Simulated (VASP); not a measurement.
# KCl (Imm2) in VASP: single point with PBE

Aim: the single point of KCl with PBE.

All numbers are computed with VASP 6.6.1; they aren't measurements. Logs are shortened: lines on timing, memory, paths and dates and some standing lists are left out, and cuts for length are marked.

**1. The cell of the first run**

The structure is orthorhombic, space group Imm2 (No. 44). The conventional cell has a = 4.463 Å, b = 6.312 Å, c = 4.463 Å, α = 90.00°, β = 90.00°, γ = 90.00°. Within 3.8 Å of K (site symmetry mm2) lie 6 Cl at 2.87 to 3.47 Å. Cl (site symmetry mm2) has 6 K at 2.87 to 3.47 Å within 3.8 Å.

**2. Single point, PBE (atom 1 (K) moved by (-0.300, -0.300) A along y and z)**

INCAR reads:

```
SYSTEM = KCl
  PREC = Accurate
  ENCUT = 520
  EDIFF = 1E-6
  ISMEAR = 0
  SIGMA = 0.05
  LREAL = .False.
  LASPH = .True.
  NELM = 100
  ALGO = Normal
  ISIF = 2
  LWAVE = .False.
  LCHARG = .True.
  GGA = PE
  LELF = .True.
  LVHAR = .True.
  NBANDS = 15
```

KPOINTS reads:

```
Automatic mesh
0
Gamma
  6 6 6
  0 0 0
```

POSCAR reads:

```
KCl
1.0
    0.0000000000      3.1561000000      3.1561000000
    3.1561000000      0.0000000000      3.1561000000
    3.1561000000      3.1561000000      0.0000000000
K Cl
1 1
Direct
   -0.0950540224      0.0000000000      0.0000000000
    0.5000000000      0.5000000000      0.5000000000
```

Potentials or basis: VASP PAW PBE potentials, release 64 (K_sv, Cl).

Run with:

```sh
$ cat potpaw_PBE.64/K_sv/POTCAR potpaw_PBE.64/Cl/POTCAR > POTCAR
$ mpirun -np 1 vasp_std > vasp.out
```

OUTCAR:

```text
SYSTEM = KCl
   PREC = Accurate
   ENCUT = 520
   EDIFF = 1E-6
   ISMEAR = 0
   LREAL = .False.
   LASPH = .True.
   NELM = 100
   ISIF = 2
   GGA = PE

 ion  position               nearest neighbor table
   1  0.905  0.000  0.000-   2 2.87   2 2.87   2 3.18   2 3.18
   2  0.500  0.500  0.500-   1 2.87   1 2.87   1 3.18   1 3.18

  LATTYP: Found a face centered cubic cell.
 ALAT       =     6.3122000000

  Lattice vectors:

 A1 = (   0.0000000000,   3.1561000000,   3.1561000000)
 A2 = (   3.1561000000,   0.0000000000,   3.1561000000)
 A3 = (   3.1561000000,   3.1561000000,   0.0000000000)

Analysis of symmetry for initial positions (statically):
=====================================================================
 Subroutine PRICEL returns:
 Original cell was already a primitive cell.

 Routine SETGRP: Setting up the symmetry group for a
 face centered cubic supercell.

 Subroutine GETGRP returns: Found  4 space group operations
 (whereof  4 operations were pure point group operations)
 out of a pool of 48 trial point group operations.

The static configuration has the point symmetry C_2v.

Analysis of symmetry for dynamics (positions and initial velocities):
=====================================================================
 Subroutine PRICEL returns:
 Original cell was already a primitive cell.

 Routine SETGRP: Setting up the symmetry group for a
 face centered cubic supercell.

 Subroutine GETGRP returns: Found  4 space group operations
 (whereof  4 operations were pure point group operations)
 out of a pool of 48 trial point group operations.

The dynamic configuration has the point symmetry C_2v.

 Subroutine INISYM returns: Found  4 space group operations
 (whereof  4 operations are pure point group operations),
 and found     1 'primitive' translations

----------------------------------------------------------------------------------------

                                     Primitive cell

  volume of cell :      62.8756

  direct lattice vectors                    reciprocal lattice vectors
     0.000000000  3.156100000  3.156100000    -0.158423371  0.158423371  0.158423371
     3.156100000  0.000000000  3.156100000     0.158423371 -0.158423371  0.158423371
     3.156100000  3.156100000  0.000000000     0.158423371  0.158423371 -0.158423371

  length of vectors
     4.463399424  4.463399424  4.463399424     0.274397327  0.274397327  0.274397327

  position of ions in fractional coordinates (direct lattice)
     0.904945978  0.000000000  0.000000000
     0.500000000  0.500000000  0.500000000

  ion indices of the primitive-cell ions
   primitive index   ion index
                 1           1
                 2           2

----------------------------------------------------------------------------------------

 KPOINTS: Automatic mesh

Automatic generation of k-mesh.
 Grid dimensions read from file:
 generate k-points for:    6    6    6

 Generating k-lattice:

  Cartesian coordinates                     Fractional coordinates (reciprocal lattice)
    -0.026403895  0.026403895  0.026403895     0.166666667  0.000000000  0.000000000
     0.026403895 -0.026403895  0.026403895     0.000000000  0.166666667  0.000000000
     0.026403895  0.026403895 -0.026403895     0.000000000  0.000000000  0.166666667

  Length of vectors
     0.045732888  0.045732888  0.045732888

  Shift w.r.t. Gamma in fractional coordinates (k-lattice)
     0.000000000  0.000000000  0.000000000

 Subroutine IBZKPT returns following result:
 ===========================================

 Found     46 irreducible k-points:

 Following reciprocal coordinates:
            Coordinates               Weight
  0.000000  0.000000  0.000000      1.000000
  0.166667  0.000000  0.000000      4.000000
  0.000000  0.166667  0.000000      4.000000
  0.333333  0.000000  0.000000      4.000000
  0.000000  0.333333  0.000000      4.000000
  0.500000  0.000000  0.000000      2.000000
[... 16 lines left out ...]
  0.000000 -0.166667  0.166667      2.000000
 -0.333333 -0.166667 -0.166667      2.000000
 [... further k-points ...]
   k-points           NKPTS =     46   k-points in BZ     NKDIM =     46   number of bands    NBANDS=     15
   number of dos      NEDOS =    301   number of ions     NIONS =      2
   total plane-waves  NPLWV =  46656
   dimension x,y,z NGX =    36 NGY =   36 NGZ =   36
   dimension x,y,z NGXF=    72 NGYF=   72 NGZF=   72
   ions per type =               1   1
   NGX,Y,Z   is equivalent  to a cutoff of  13.41, 13.41, 13.41 a.u.
   NGXF,Y,Z  is equivalent  to a cutoff of  26.82, 26.82, 26.82 a.u.
 SYSTEM =  KCl
   PREC   = accura    normal or accurate (medium, high low for compatibility)
   ISTART =      0    job   : 0-new  1-cont  2-samecut
   ICHARG =      2    charge: 1-file 2-atom 10-const
   ISPIN  =      1    spin polarized calculation?
   LNONCOLLINEAR =      F non collinear calculations
   LSORBIT =      F    spin-orbit coupling
   LASPH  =      T    aspherical Exc in radial PAW
   ENCUT  =  520.0 eV  38.22 Ry    6.18 a.u.   8.30  8.30  8.30*2*pi/ulx,y,z
   NELM   =    100;   NELMIN=  2; NELMDL= -5     # of ELM steps
   EDIFF  = 0.1E-05   stopping-criterion for ELM
   LREAL  =      F    real-space projection
   EDIFFG = 0.1E-04   stopping-criterion for IOM
   NSW    =      0    number of steps for IOM
   IBRION =     -1    ionic relax: 0-MD 1-quasi-New 2-CG
   NFREE  =      0    steps in history (QN), initial steepest desc. (CG)
   ISIF   =      2    stress and relaxation
   ISYM   =      2    0-nonsym 1-usesym 2-fastsym
   POTIM  = 0.5000    time-step for ionic-motion
   TEBEG  =    0.0;   TEEND  =   0.0 temperature during run
   PSTRESS=    0.0 pullay stress
   NELECT =      16.0000    total number of electrons
   NUPDOWN=      -1.0000    fix difference up-down
   EMIN   =  10.00;   EMAX   =-10.00  energy-range for DOS
   EFERMI =   0.00;   METHOD = LEGACY
   ISMEAR =     0;   SIGMA  =   0.05  broadening in eV -4-tet -1-fermi 0-gaus
   EFERMI_NEDOS =   21; number of points for ismear=-14 and -15
   IALGO  =     38    algorithm
   IMIX   =      4    mixing-type and parameters
     AMIX     =   0.40;   BMIX     =  1.00
     AMIX_MAG =   1.60;   BMIX_MAG =  1.00
  volume/ion in A,a.u.               =      31.44       212.15
  Fermi-wavevector in a.u.,A,eV,Ry     =   1.037419  1.960437 14.643101  1.076238
  Thomas-Fermi vector in A             =   2.171856
   LORBIT       =      0    0 simple, 1 ext, 2 COOP (PROOUT), +10 PAW based schemes
   GGA     = PE    functional components
   LHFCALC =     F    Hartree Fock is set to
   AEXX    =    0.0000 exact exchange contribution
   IVDW    =     0    specifies the selected vdW correction
   LEPSILON=     F    determine dielectric tensor
   LRPA    =     F    only Hartree local field effects (RPA)
 non-spin polarized calculation
 Gauss-broadening in eV      SIGMA  =   0.05
  energy-cutoff  :      520.00
  volume of cell :       62.88
 maximum number of plane-waves:      1711
 NGX is ok and might be reduce to    36
   NGX = 17   NGY = 17   NGZ = 17

 number of electron      16.0000000 magnetization

 Free energy of the ion-electron system (eV)
  ---------------------------------------------------
  ext. energy  EPLUGINS =         0.00000000
  ---------------------------------------------------
  free energy    TOTEN  =        -6.68200846 eV

  energy without entropy =       -6.68200846  energy(sigma->0) =       -6.68200846

 E-fermi :  -1.6517     XC(G=0):  -7.4760

 val. band max:       -1.9380746891   @ k =   0.0000   0.0000   0.0000
 cond. band min:       3.2573658243   @ k =   0.0000   0.0000   0.0000
 fundamental gap:      5.1954405135
 Fermi energy:        -1.6516848254

 k-point     1 :       0.0000    0.0000    0.0000
  band No.  band energies     occupation
      1     -29.0414      2.00000
      2     -14.0547      2.00000
      3     -12.5232      2.00000
      4     -12.5048      2.00000
      5     -12.4695      2.00000
      6      -1.9474      2.00000
      7      -1.9449      2.00000
      8      -1.9381      2.00000
      9       3.2574      0.00000
     10       6.4642      0.00000
     11       6.6930      0.00000
     12       6.8330      0.00000
     13       7.5275      0.00000
     14       7.6943      0.00000
     15      10.6077      0.00000

 k-point     2 :       0.1667    0.0000    0.0000
  band No.  band energies     occupation
      1     -29.0388      2.00000
      2     -14.0970      2.00000
      3     -12.5260      2.00000
      4     -12.5148      2.00000
      5     -12.4100      2.00000
      6      -2.2355      2.00000
      7      -2.0204      2.00000
      8      -2.0047      2.00000
      9       3.8784      0.00000
     10       6.4911      0.00000
     11       6.7725      0.00000
     12       6.9741      0.00000
     13       8.0166      0.00000
     14       8.0626      0.00000
     15      11.3939      0.00000

 k-point     3 :       0.0000    0.1667    0.0000
  band No.  band energies     occupation
      1     -29.0386      2.00000
      2     -14.1133      2.00000
      3     -12.5350      2.00000
      4     -12.5124      2.00000
      5     -12.3864      2.00000
      6      -2.2419      2.00000
      7      -2.0085      2.00000
      8      -1.9756      2.00000
      9       3.8743      0.00000
     10       6.2006      0.00000
     11       6.8104      0.00000
     12       6.9742      0.00000
     13       8.0437      0.00000
     14       8.3042      0.00000
     15      11.4831      0.00000

 k-point     4 :       0.3333    0.0000    0.0000
  band No.  band energies     occupation
      1     -29.0336      2.00000
      2     -14.1746      2.00000
      3     -12.5316      2.00000
      4     -12.5209      2.00000
      5     -12.3115      2.00000
      6      -2.7111      2.00000
      7      -2.1598      2.00000
      8      -2.1367      2.00000
      9       5.0961      0.00000
     10       6.4394      0.00000
     11       7.5966      0.00000
     12       7.7500      0.00000
     13       8.9735      0.00000
     14       9.0044      0.00000
     15      10.5940      0.00000
[... 307 lines left out ...]
 k-point    22 :      -0.1667    0.1667    0.0000
  band No.  band energies     occupation
      1     -29.0351      2.00000
      2     -14.1477      2.00000
      3     -12.5580      2.00000
      4     -12.5162      2.00000
      5     -12.3306      2.00000
      6      -2.5107      2.00000
      7      -2.1018      2.00000
      8      -2.0598      2.00000
      9       4.6758      0.00000
     10       6.0028      0.00000
     11       7.1284      0.00000
     12       7.5971      0.00000
     13       8.3791      0.00000
     14       9.0206      0.00000
     15      10.9472      0.00000

 k-point    23 :       0.0000   -0.1667    0.1667
  band No.  band energies     occupation
      1     -29.0348      2.00000
      2     -14.1798      2.00000
      3     -12.5336      2.00000
      4     -12.5331      2.00000
      5     -12.3024      2.00000
      6      -2.4892      2.00000
      7      -2.0959      2.00000
      8      -2.0494      2.00000
      9       4.6091      0.00000
     10       6.0943      0.00000
     11       7.0826      0.00000
     12       7.4444      0.00000
     13       8.1127      0.00000
     14       9.3917      0.00000
     15      11.0718      0.00000

 k-point    24 :      -0.3333   -0.1667   -0.1667
  band No.  band energies     occupation
      1     -29.0354      2.00000
      2     -14.1340      2.00000
      3     -12.5343      2.00000
      4     -12.5247      2.00000
      5     -12.3576      2.00000
      6      -2.5148      2.00000
      7      -2.1291      2.00000
      8      -2.0872      2.00000
      9       4.6695      0.00000
     10       6.2949      0.00000
     11       7.1172      0.00000
     12       7.8543      0.00000
     13       8.1868      0.00000
     14       8.7686      0.00000
     15      11.0544      0.00000

 [... further k-points ...]
[... 5 lines left out ...]
  --------------------------------------------------------------------------------------
  -------------------------------------------------------------------------------------
  Total        0.1252863      1.0245278      1.0245278      0.0000000     -0.2596480      0.0000000
  in kB        3.1925072     26.1067056     26.1067056      0.0000000     -6.6162700      0.0000000
  external PRESSURE =      18.4686395 kB  Pullay stress =       0.0000000 kB

 VOLUME and BASIS-vectors are now :
 -----------------------------------------------------------------------------
  energy-cutoff  :      520.00
  volume of cell :       62.88
      direct lattice vectors                 reciprocal lattice vectors
     0.000000000  3.156100000  3.156100000    -0.158423371  0.158423371  0.158423371
     3.156100000  0.000000000  3.156100000     0.158423371 -0.158423371  0.158423371
     3.156100000  3.156100000  0.000000000     0.158423371  0.158423371 -0.158423371

 POSITION                                       TOTAL-FORCE (eV/Angst)
 -----------------------------------------------------------------------------------
      0.00000      2.85610      2.85610        -0.000000      0.441884      0.441884
      3.15610      3.15610      3.15610         0.000000     -0.441884     -0.441884
 -----------------------------------------------------------------------------------
    total drift:                                0.000000      0.000265      0.000265

  FREE ENERGIE OF THE ION-ELECTRON SYSTEM (eV)
  ---------------------------------------------------
  free  energy   TOTEN  =        -6.6820084603 eV

  energy  without entropy=       -6.6820084603  energy(sigma->0) =       -6.68200846
```

It took 91 s on 1 thread of AMD EPYC 7R43 (Zen 3), shared host; peak memory 0.17 GiB.

What came out:

* Free energy: -6.6820 eV
* Pressure: 1.8 GPa
* Largest force: 0.625 eV/Å
* Band gap on the k mesh: 5.20 eV, direct

Forces in eV/Å, atoms in the order of the input:
```
K    0.000  0.442  0.442
Cl   0.000 -0.442 -0.442
```

Stress tensor (GPa, compression positive):
```
 0.32  0.00  0.00
 0.00  2.61 -0.66
 0.00 -0.66  2.61
```

Levels at points of the mesh, in eV from the valence-band top:
```csv
k point,band 5,band 6,band 7,band 8,band 9,band 10,band 11,band 12
"(0.00, 0.00, 0.00)",-10.53,-0.01,-0.01,0.00,5.20,8.40,8.63,8.77
"(0.50, 0.00, 0.00)",-10.33,-0.98,-0.29,-0.26,7.57,8.68,10.22,10.62
"(0.00, 0.50, 0.00)",-10.26,-0.97,-0.25,-0.19,7.45,8.39,10.23,10.26
"(0.50, 0.50, 0.00)",-10.52,-0.57,-0.22,-0.16,6.74,8.30,9.29,10.39
"(0.00, 0.50, 0.50)",-10.53,-0.61,-0.23,-0.19,6.86,8.19,10.10,10.38
```

Caveat: the cell differs from its parent crystal (atom 1 (K) moved by (-0.300, -0.300) A along y and z).
